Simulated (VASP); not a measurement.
The system is SnSe2.

```
Sn Se
1.0
     3.82139    0.00000    0.00000
    -1.91070    3.30942    0.00000
     0.00000    0.00000    6.16470
Sn Se
1 2
Cartesian
  0.0000 0.0000 0.0000
  0.0000 2.2063 1.5535
  1.9107 1.1031 4.6112
```

```yaml
Program: VASP 6.6.1
Task: relaxation of cell and atoms
Functional: PBE
Potentials_or_basis: VASP PAW PBE potentials, release 64 (Sn_d, Se)
Cutoff: 600 eV
k_mesh: 6 × 6 × 4
Occupations: gaussian, width 0.05 eV
Spin: no spin polarisation
```

At the start: pressure 4.1 GPa; volume 25.99 Å³/atom.

Where does the relaxation end?

Over 20 steps the energy falls by 25.5 meV/atom and the volume is 29.73 Å³/atom (+14.4 %); space group P-3m1 (No. 164, to 0.05 Å).

Step by step:
```tsv
step	energy change (eV)	largest force (eV/Å)	pressure (GPa)	volume (Å³)
1	0.0000	0.4901	4.14	77.96
2	-0.0253	0.5058	-2.40	85.79
3	-0.0588	0.1114	0.08	82.24
4	-0.0588	0.1008	0.17	82.16
5	-0.0600	0.0885	0.14	82.39
6	-0.0631	0.0520	0.08	83.07
7	-0.0665	0.0213	0.01	84.46
8	-0.0679	0.0052	-0.02	84.66
9	-0.0711	0.0424	-0.06	85.27
10	-0.0722	0.1371	-0.13	86.45
11	-0.0726	0.1004	-0.11	86.02
12	-0.0737	0.0493	0.19	86.19
13	-0.0738	0.0278	0.30	86.26
14	-0.0750	0.0135	0.24	86.95
15	-0.0762	0.0335	0.01	89.06
16	-0.0762	0.0277	0.02	88.78
17	-0.0762	0.0215	0.05	88.49
18	-0.0762	0.0243	0.05	88.62
19	-0.0762	0.0260	0.04	88.70
20	-0.0765	0.0101	-0.09	89.18
```

Final structure:
```cif
data_structure
_symmetry_space_group_name_H-M 'P 1'
_symmetry_Int_Tables_number 1
_cell_length_a 3.8836
_cell_length_b 3.8836
_cell_length_c 6.8277
_cell_angle_alpha 90.000
_cell_angle_beta 90.000
_cell_angle_gamma 120.000
_cell_volume 89.18
loop_
_atom_site_label
_atom_site_type_symbol
_atom_site_fract_x
_atom_site_fract_y
_atom_site_fract_z
_atom_site_occupancy
Sn1 Sn 0.00000 0.00000 0.00000 1
Se1 Se 0.33333 0.66667 0.23317 1
Se2 Se 0.66667 0.33333 0.76683 1
```

Caveat: this functional lacks dispersion, which binds the layers, so the pressure and a relaxed spacing across them are unreliable.
